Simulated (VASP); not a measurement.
# ZrB (R-3m) in VASP: a series of runs

Runs on ZrB. Level: PBE. Tasks: single point.

Program: VASP 6.6.1. These are calculated values, not measurements. Logs are shortened: lines on timing, memory, paths and dates and some standing lists are left out, and cuts for length are marked.

## Step 1: The cell of the first run

Symmetry: R-3m, No. 166, trigonal system. Conventional cell: a = 2.610 Å, b = 2.610 Å, c = 12.785 Å, α = 90.00°, β = 90.00°, γ = 120.00°. Zr (site symmetry -3m) has 6 Zr at 2.61 Å and 6 B at 2.61 Å within 3.4 Å. B (site symmetry -3m) has 6 B at 2.61 Å and 6 Zr at 2.61 Å within 3.4 Å.

## Step 2: Single point, PBE

INCAR

```
PREC = Accurate
ENCUT = 520
EDIFF = 1E-6
ISMEAR = 0
SIGMA = 0.15
LREAL = F
LASPH = T
NELM = 60
ALGO = Normal
ISIF = 2
LWAVE = F
LCHARG = F
GGA = PE
NBANDS = 14
```

KPOINTS

```
regular mesh
0
Gamma
  20 20 20
```

POSCAR

```
ZrB
1.0
    1.2302358153      3.0755895382      3.0755895382
    3.0755895382      1.2302358153      3.0755895382
    3.0755895382      3.0755895382      1.2302358153
Zr B
1 1
Direct
    0.0000000000      0.0000000000      0.0000000000
    0.5000000000      0.5000000000      0.5000000000
```

Potentials or basis: VASP PAW PBE potentials, release 64 (Zr_sv, B).

Started as:

```sh
$ cat potpaw_PBE.64/Zr_sv/POTCAR potpaw_PBE.64/B/POTCAR > POTCAR
$ mpirun -np 1 vasp_std > vasp.out
```

OUTCAR:

```text
PREC = Accurate
   ENCUT = 520
   EDIFF = 1E-6
   ISMEAR = 0
   LREAL = F
   LASPH = T
   NELM = 60
   ISIF = 2
   GGA = PE

 ion  position               nearest neighbor table
   1  0.000  0.000  0.000-   2 2.61   2 2.61   2 2.61   2 2.61   2 2.61   2 2.61
   2  0.500  0.500  0.500-   1 2.61   1 2.61   1 2.61   1 2.61   1 2.61   1 2.61

  LATTYP: Found a trigonal (rhomboedric) cell.
 ALAT       =     4.5201750161
 COS(alpha) =     0.8333333333

  Lattice vectors:

 A1 = (   1.2302358153,   3.0755895382,   3.0755895382)
 A2 = (   3.0755895382,   1.2302358153,   3.0755895382)
 A3 = (   3.0755895382,   3.0755895382,   1.2302358153)

Analysis of symmetry for initial positions (statically):
=====================================================================
 Subroutine PRICEL returns:
 Original cell was already a primitive cell.

 Routine SETGRP: Setting up the symmetry group for a
 trigonal (rhombohedral) supercell.

 Subroutine GETGRP returns: Found 12 space group operations
 (whereof 12 operations were pure point group operations)
 out of a pool of 12 trial point group operations.

The static configuration has the point symmetry D_3d.

Analysis of symmetry for dynamics (positions and initial velocities):
=====================================================================
 Subroutine PRICEL returns:
 Original cell was already a primitive cell.

 Routine SETGRP: Setting up the symmetry group for a
 trigonal (rhombohedral) supercell.

 Subroutine GETGRP returns: Found 12 space group operations
 (whereof 12 operations were pure point group operations)
 out of a pool of 12 trial point group operations.

The dynamic configuration has the point symmetry D_3d.

 Subroutine INISYM returns: Found 12 space group operations
 (whereof 12 operations are pure point group operations),
 and found     1 'primitive' translations

----------------------------------------------------------------------------------------

                                     Primitive cell

  volume of cell :      25.1362

  direct lattice vectors                    reciprocal lattice vectors
     1.230235815  3.075589538  3.075589538    -0.316109224  0.225792303  0.225792303
     3.075589538  1.230235815  3.075589538     0.225792303 -0.316109224  0.225792303
     3.075589538  3.075589538  1.230235815     0.225792303  0.225792303 -0.316109224

  length of vectors
     4.520175016  4.520175016  4.520175016     0.449321009  0.449321009  0.449321009

  position of ions in fractional coordinates (direct lattice)
     0.000000000  0.000000000  0.000000000
     0.500000000  0.500000000  0.500000000

  ion indices of the primitive-cell ions
   primitive index   ion index
                 1           1
                 2           2

----------------------------------------------------------------------------------------

 KPOINTS: regular mesh

Automatic generation of k-mesh.
 Grid dimensions read from file:
 generate k-points for:   20   20   20

 Generating k-lattice:

  Cartesian coordinates                     Fractional coordinates (reciprocal lattice)
    -0.015805461  0.011289615  0.011289615     0.050000000  0.000000000 -0.000000000
     0.011289615 -0.015805461  0.011289615     0.000000000  0.050000000 -0.000000000
     0.011289615  0.011289615 -0.015805461     0.000000000  0.000000000  0.050000000

  Length of vectors
     0.022466050  0.022466050  0.022466050

  Shift w.r.t. Gamma in fractional coordinates (k-lattice)
     0.000000000  0.000000000  0.000000000

 Subroutine IBZKPT returns following result:
 ===========================================

 Found    781 irreducible k-points:

 Following reciprocal coordinates:
            Coordinates               Weight
  0.000000  0.000000  0.000000      1.000000
  0.050000 -0.000000 -0.000000      6.000000
  0.100000 -0.000000 -0.000000      6.000000
  0.150000  0.000000 -0.000000      6.000000
  0.200000 -0.000000 -0.000000      6.000000
  0.250000  0.000000 -0.000000      6.000000
[... 16 lines left out ...]
 -0.400000  0.050000  0.000000     12.000000
 -0.350000  0.050000  0.000000     12.000000
 [... further k-points ...]
   k-points           NKPTS =    781   k-points in BZ     NKDIM =    781   number of bands    NBANDS=     14
   number of dos      NEDOS =    301   number of ions     NIONS =      2
   total plane-waves  NPLWV =  46656
   dimension x,y,z NGX =    36 NGY =   36 NGZ =   36
   dimension x,y,z NGXF=    72 NGYF=   72 NGZF=   72
   ions per type =               1   1
   NGX,Y,Z   is equivalent  to a cutoff of  13.24, 13.24, 13.24 a.u.
   NGXF,Y,Z  is equivalent  to a cutoff of  26.48, 26.48, 26.48 a.u.
 SYSTEM =  unknown system
   PREC   = accura    normal or accurate (medium, high low for compatibility)
   ISTART =      0    job   : 0-new  1-cont  2-samecut
   ICHARG =      2    charge: 1-file 2-atom 10-const
   ISPIN  =      1    spin polarized calculation?
   LNONCOLLINEAR =      F non collinear calculations
   LSORBIT =      F    spin-orbit coupling
   LASPH  =      T    aspherical Exc in radial PAW
   ENCUT  =  520.0 eV  38.22 Ry    6.18 a.u.   8.40  8.40  8.40*2*pi/ulx,y,z
   NELM   =     60;   NELMIN=  2; NELMDL= -5     # of ELM steps
   EDIFF  = 0.1E-05   stopping-criterion for ELM
   LREAL  =      F    real-space projection
   EDIFFG = 0.1E-04   stopping-criterion for IOM
   NSW    =      0    number of steps for IOM
   IBRION =     -1    ionic relax: 0-MD 1-quasi-New 2-CG
   NFREE  =      0    steps in history (QN), initial steepest desc. (CG)
   ISIF   =      2    stress and relaxation
   ISYM   =      2    0-nonsym 1-usesym 2-fastsym
   POTIM  = 0.5000    time-step for ionic-motion
   TEBEG  =    0.0;   TEEND  =   0.0 temperature during run
   PSTRESS=    0.0 pullay stress
   NELECT =      15.0000    total number of electrons
   NUPDOWN=      -1.0000    fix difference up-down
   EMIN   =  10.00;   EMAX   =-10.00  energy-range for DOS
   EFERMI =   0.00;   METHOD = LEGACY
   ISMEAR =     0;   SIGMA  =   0.15  broadening in eV -4-tet -1-fermi 0-gaus
   EFERMI_NEDOS =   21; number of points for ismear=-14 and -15
   IALGO  =     38    algorithm
   IMIX   =      4    mixing-type and parameters
     AMIX     =   0.40;   BMIX     =  1.00
     AMIX_MAG =   1.60;   BMIX_MAG =  1.00
  volume/ion in A,a.u.               =      12.57        84.81
  Fermi-wavevector in a.u.,A,eV,Ry     =   1.378285  2.604581 25.846565  1.899669
  Thomas-Fermi vector in A             =   2.503360
   LORBIT       =      0    0 simple, 1 ext, 2 COOP (PROOUT), +10 PAW based schemes
   GGA     = PE    functional components
   LHFCALC =     F    Hartree Fock is set to
   AEXX    =    0.0000 exact exchange contribution
   IVDW    =     0    specifies the selected vdW correction
   LEPSILON=     F    determine dielectric tensor
   LRPA    =     F    only Hartree local field effects (RPA)
 non-spin polarized calculation
 Gauss-broadening in eV      SIGMA  =   0.15
  energy-cutoff  :      520.00
  volume of cell :       25.14
 maximum number of plane-waves:       690
 NGX is ok and might be reduce to    36

 number of electron      15.0000000 magnetization

 Free energy of the ion-electron system (eV)
  ---------------------------------------------------
  ext. energy  EPLUGINS =         0.00000000
  ---------------------------------------------------
  free energy    TOTEN  =       -12.98288205 eV

  energy without entropy =      -12.97272718  energy(sigma->0) =      -12.97780461

 E-fermi :  10.2387     XC(G=0): -12.2476

 val. band max:       10.2368747562   @ k =  -0.0500   0.2000   0.0500
 cond. band min:      10.2432528166   @ k =  -0.2500   0.1500   0.0500
 fundamental gap:      0.0063780604
 Fermi energy:        10.2387099333

 k-point     1 :       0.0000    0.0000    0.0000
  band No.  band energies     occupation
      1     -38.3228      2.00000
      2     -16.3254      2.00000
      3     -14.2008      2.00000
      4     -14.2008      2.00000
      5       0.0537      2.00000
      6       7.4701      2.00000
      7       8.9480      2.00000
      8      11.8702      0.00000
      9      11.8702      0.00000
     10      16.8132      0.00000
     11      16.8132      0.00000
     12      17.8226      0.00000
     13      17.8226      0.00000
     14      18.8607      0.00000

 k-point     2 :       0.0500   -0.0000   -0.0000
  band No.  band energies     occupation
      1     -38.3031      2.00000
      2     -16.3070      2.00000
      3     -14.3143      2.00000
      4     -14.2248      2.00000
      5       0.1270      2.00000
      6       7.6270      2.00000
      7       8.8887      2.00000
      8      11.7008      0.00000
      9      12.0064      0.00000
     10      16.5179      0.00000
     11      16.5517      0.00000
     12      17.7967      0.00000
     13      18.0364      0.00000
     14      18.8959      0.00000

 k-point     3 :       0.1000   -0.0000   -0.0000
  band No.  band energies     occupation
      1     -38.2452      2.00000
      2     -16.2534      2.00000
      3     -14.6363      2.00000
      4     -14.2936      2.00000
      5       0.3428      2.00000
      6       8.0263      2.00000
      7       8.7421      2.00000
      8      11.2876      0.00000
      9      12.4103      0.00000
     10      15.9180      0.00000
     11      15.9519      0.00000
     12      17.6532      0.00000
     13      18.3662      0.00000
     14      19.0184      0.00000

 k-point     4 :       0.1500    0.0000   -0.0000
  band No.  band energies     occupation
      1     -38.1536      2.00000
      2     -16.1687      2.00000
      3     -15.1185      2.00000
      4     -14.3991      2.00000
      5       0.6914      2.00000
      6       8.1721      2.00000
      7       8.8286      2.00000
      8      10.9003      0.00000
      9      13.0685      0.00000
     10      15.1118      0.00000
     11      15.3362      0.00000
     12      17.3981      0.00000
     13      18.6167      0.00000
     14      19.2425      0.00000

 k-point     5 :       0.2000   -0.0000   -0.0000
  band No.  band energies     occupation
      1     -38.0356      2.00000
      2     -16.0600      2.00000
      3     -15.6977      2.00000
      4     -14.5291      2.00000
      5       1.1618      2.00000
      6       7.8104      2.00000
      7       8.9392      2.00000
      8      11.0167      0.00000
      9      13.9588      0.00000
     10      14.2979      0.00000
     11      14.7399      0.00000
[... 276 lines left out ...]
 k-point    22 :      -0.4500    0.0500   -0.0000
  band No.  band energies     occupation
      1     -37.4385      2.00000
      2     -18.0855      2.00000
      3     -15.5150      2.00000
      4     -15.1710      2.00000
      5       5.1206      2.00000
      6       5.9157      2.00000
      7       6.7401      2.00000
      8       8.3884      2.00000
      9      12.5663      0.00000
     10      17.0584      0.00000
     11      17.7000      0.00000
     12      18.6736      0.00000
     13      19.6831      0.00000
     14      20.1070      0.00000

 k-point    23 :      -0.4000    0.0500    0.0000
  band No.  band energies     occupation
      1     -37.4848      2.00000
      2     -17.9207      2.00000
      3     -15.5563      2.00000
      4     -15.1282      2.00000
      5       4.4645      2.00000
      6       6.0252      2.00000
      7       7.0550      2.00000
      8       8.9800      2.00000
      9      12.7167      0.00000
     10      16.7128      0.00000
     11      17.4037      0.00000
     12      18.5672      0.00000
     13      19.3731      0.00000
     14      20.3539      0.00000

 k-point    24 :      -0.3500    0.0500    0.0000
  band No.  band energies     occupation
      1     -37.5716      2.00000
      2     -17.6036      2.00000
      3     -15.6344      2.00000
      4     -15.0460      2.00000
      5       3.6303      2.00000
      6       6.3118      2.00000
      7       7.4472      2.00000
      8       9.8271      1.99990
      9      12.9922      0.00000
     10      15.7426      0.00000
     11      17.2318      0.00000
     12      18.3467      0.00000
     13      18.6803      0.00000
     14      20.7449      0.00000

 [... further k-points ...]

------------------------ aborting loop because EDIFF is reached ----------------------------------------

  FORCE on cell =-STRESS in cart. coord.  units (eV):
  Direction    XX          YY          ZZ          XY          YZ          ZX
  --------------------------------------------------------------------------------------
  -------------------------------------------------------------------------------------
  Total        4.6339357      4.6339357      4.6339357     -2.9139620     -2.9139620     -2.9139620
  in kB      295.3668292    295.3668292    295.3668292   -185.7357905   -185.7357905   -185.7357905
  external PRESSURE =     295.3668292 kB  Pullay stress =       0.0000000 kB

 VOLUME and BASIS-vectors are now :
 -----------------------------------------------------------------------------
  energy-cutoff  :      520.00
  volume of cell :       25.14
      direct lattice vectors                 reciprocal lattice vectors
     1.230235815  3.075589538  3.075589538    -0.316109224  0.225792303  0.225792303
     3.075589538  1.230235815  3.075589538     0.225792303 -0.316109224  0.225792303
     3.075589538  3.075589538  1.230235815     0.225792303  0.225792303 -0.316109224

 POSITION                                       TOTAL-FORCE (eV/Angst)
 -----------------------------------------------------------------------------------
      0.00000      0.00000      0.00000        -0.000000     -0.000000      0.000000
      3.69071      3.69071      3.69071         0.000000      0.000000     -0.000000
 -----------------------------------------------------------------------------------
    total drift:                               -0.000000     -0.000000     -0.000000

  FREE ENERGIE OF THE ION-ELECTRON SYSTEM (eV)
  ---------------------------------------------------
  free  energy   TOTEN  =       -12.9828820467 eV

  energy  without entropy=      -12.9727271814  energy(sigma->0) =      -12.97780461
```

Wall time 13 min (1 thread of Intel Xeon 8259CL, shared host); peak memory 0.45 GiB.

What came out:

```
Free energy            : -12.9829 eV
Pressure               : 29.5 GPa
Band gap on the k mesh : zero (an odd number of electrons rules out a gap without spin polarisation)
```

Stress tensor (GPa, compression positive):
```
 29.54 -18.57 -18.57
-18.57  29.54 -18.57
-18.57 -18.57  29.54
```

Caveat: the cell stands under pressure.

## Step 3: Single point, PBE

This run uses another cell than the first one, of the same volume but with other edges.

INCAR

```
SYSTEM = ZrB
PREC = Accurate
ENCUT = 520
EDIFF = 1E-7
ISMEAR = 0
SIGMA = 0.15
LREAL = .False.
LASPH = .True.
NELM = 60
ALGO = Normal
ISIF = 2
LWAVE = .False.
LCHARG = .False.
GGA = PE
NBANDS = 14
```

KPOINTS

```
Automatic mesh
0
Gamma
  20 20 20
  0 0 0
```

POSCAR

```
ZrB
1.0
    0.5667295406      2.6401302987      2.6401302987
    2.6401302987      0.5667295406      2.6401302987
    2.6401302987      2.6401302987      0.5667295406
Zr B
1 1
Direct
    0.0000000000      0.0000000000      0.0000000000
    0.5000000000      0.5000000000      0.5000000000
```

Potentials or basis: VASP PAW PBE potentials, release 64 (Zr_sv, B).

Started as:

```sh
$ cat potpaw_PBE.64/Zr_sv/POTCAR potpaw_PBE.64/B/POTCAR > POTCAR
$ mpirun -np 1 vasp_std > vasp.out
```

Run time: 8.6 min. Hardware: 1 thread of Intel Xeon 8259CL, shared host; peak memory 0.41 GiB.

The run converged. Its results:

- Free energy: -14.7338 eV
- Pressure: 33.4 GPa
- Band gap on the k mesh: zero (an odd number of electrons rules out a gap without spin polarisation)

Stress tensor (GPa, compression positive):
```
 33.38 -16.44 -16.44
-16.44  33.38 -16.44
-16.44 -16.44  33.38
```

Levels at points of the mesh, in eV from the Fermi level:
| k point | band 5 | band 6 | band 7 | band 8 | band 9 | band 10 |
| --- | --- | --- | --- | --- | --- | --- |
| (0.00, 0.00, 0.00) | -9.44 | -1.60 | 1.05 | 1.66 | 1.66 | 4.23 |
| (0.50, 0.00, 0.00) | -5.13 | -4.00 | -3.94 | -0.39 | 0.95 | 7.36 |
| (0.50, 0.50, 0.00) | -7.04 | -2.31 | -1.85 | 1.19 | 3.09 | 4.01 |
| (0.50, 0.50, 0.50) | -6.44 | -4.91 | 0.15 | 0.15 | 2.72 | 4.25 |

Caveat: the cell stands under pressure.
